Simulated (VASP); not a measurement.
Runs of VASP 6.6.1 on PtS2. The structure is that of space group P-3m1 (No. 164), or close to it. The cells are those of the table. 

```tsv
cell	gap on the mesh (eV)	pressure (GPa)	largest force (eV/Å)
a = 3.658, b = 3.658, c = 5.201 Å, angles 90.0, 90.0, 120.0°, 3 atoms	0.79	-6.8	0.34
a = 3.421, b = 3.421, c = 4.865 Å, angles 90.0, 90.0, 120.0°, 3 atoms	1.07	(a)	2.84
a = 3.572, b = 3.572, c = 5.080 Å, angles 90.0, 90.0, 120.0°, 3 atoms	0.90	(b)	0.56
a = 3.452, b = 3.452, c = 4.910 Å, angles 90.0, 90.0, 120.0°, 3 atoms	1.04	21.8	2.29
a = 3.543, b = 3.543, c = 5.039 Å, angles 90.0, 90.0, 120.0°, 3 atoms	0.93	6.1	0.93
```

Alike in all rows: task single point; level PBEsol; potentials or basis VASP PAW PBE potentials, release 64 (Pt, S); no spin polarisation; k mesh 9 × 9 × 6; cutoff (eV) 520; smearing methfessel-paxton 0.1 eV.

Task: Fill in the values left out.

Result: (a) 28.6; (b) 2.2.

Caveats: the PAW data sets were made with another functional, which shifts forces and pressure a little; spin-orbit coupling is left out, which moves the levels of the heavy elements.

A k mesh can miss the band edges, and the runs leave out spin-orbit coupling on Pt.
